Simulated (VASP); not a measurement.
**NaP2: relaxation of cell and atoms with PBE**

The system is NaP2.

```
CELL_PARAMETERS angstrom
4.72276 0.00000 0.00000
-2.36138 4.09003 0.00000
0.00000 0.00000 3.20759
ATOMIC_POSITIONS crystal
Na 0.00000 0.00000 0.00000
P 0.33333 0.66667 0.50000
P 0.66667 0.33333 0.50000
```

The cell was generated, and may not be a known phase.

| Property | Result |
| --- | --- |
| Program | VASP 6.6.1 |
| Task | relaxation of cell and atoms |
| Functional | PBE |
| Potentials or basis | VASP PAW PBE potentials, release 64 (Na_pv, P) |
| Cutoff | 600 eV |
| k mesh | 6 × 6 × 6 |
| Occupations | gaussian, width 0.1 eV |
| Spin | no spin polarisation |
| Dipole correction | no |
| Further INCAR settings | ALGO = Normal; EDIFF = 1e-07; IBRION = 2; EDIFFG = -0.04; NSW = 90; ISIF = 3 |

| Property | Result |
| --- | --- |
| Relaxed volume | 17.67 Å³/atom |
| Relaxed cell | a = 4.425 Å, b = 4.425 Å, c = 3.125 Å, α = 90.00°, β = 90.00°, γ = 120.00° |
| Space group after relaxing (to 0.1 Å) | P6/mmm (No. 191) |
| Energy gained by relaxing | 84.1 meV/atom |
| Ionic steps | 3 |
| Pressure after relaxing | -0.1 GPa |
| Band gap on the k mesh | zero (an odd number of electrons rules out a gap without spin polarisation) |

Stress tensor (GPa, compression positive):
```
-0.03  0.00  0.00
 0.00 -0.03  0.00
 0.00  0.00 -0.14
```

The path:
| step | energy change (eV) | largest force (eV/Å) | pressure (GPa) | volume (Å³) |
| --- | --- | --- | --- | --- |
| 1 | 0.0000 | 0.0000 | -6.94 | 61.96 |
| 2 | -0.2453 | 0.0000 | -1.48 | 54.26 |
| 3 | -0.2522 | 0.0000 | -0.07 | 53.00 |

Final structure:
```xyz
3
Lattice="4.4251 0.0000 0.0000 -2.2125 3.8322 0.0000 0.0000 0.0000 3.1253" Properties=species:S:1:pos:R:3 pbc="T T T"
Na   -2.2125    3.8322    0.0000
P     0.0000    2.5548    1.5626
P     2.2125    1.2774    1.5626
```

Levels at points of the mesh, in eV from the Fermi level:
| k point | band 5 | band 6 | band 7 | band 8 | band 9 | band 10 | band 11 | band 12 |
| --- | --- | --- | --- | --- | --- | --- | --- | --- |
| (0.00, 0.00, 0.00) | -7.06 | -4.36 | -4.36 | -0.57 | -0.57 | 0.18 | 4.05 | 4.14 |
| (0.50, 0.00, 0.00) | -10.59 | -5.22 | -3.40 | 1.16 | 2.35 | 2.38 | 3.05 | 4.86 |
| (0.00, 0.00, 0.50) | -5.90 | -5.52 | -3.27 | -3.27 | -0.67 | 0.48 | 0.48 | 4.75 |
| (0.50, 0.00, 0.50) | -9.13 | -4.51 | -4.19 | -3.24 | -1.85 | 3.43 | 3.65 | 4.10 |

Run time: 24 s on 1 thread of Intel(R) Xeon(R) 6975P-C (Granite Rapids) (shared host), peak memory 0.2 GiB.

Caveat: an odd number of electrons without spin polarisation forces a metal; a magnetic or distorted state may lie lower.
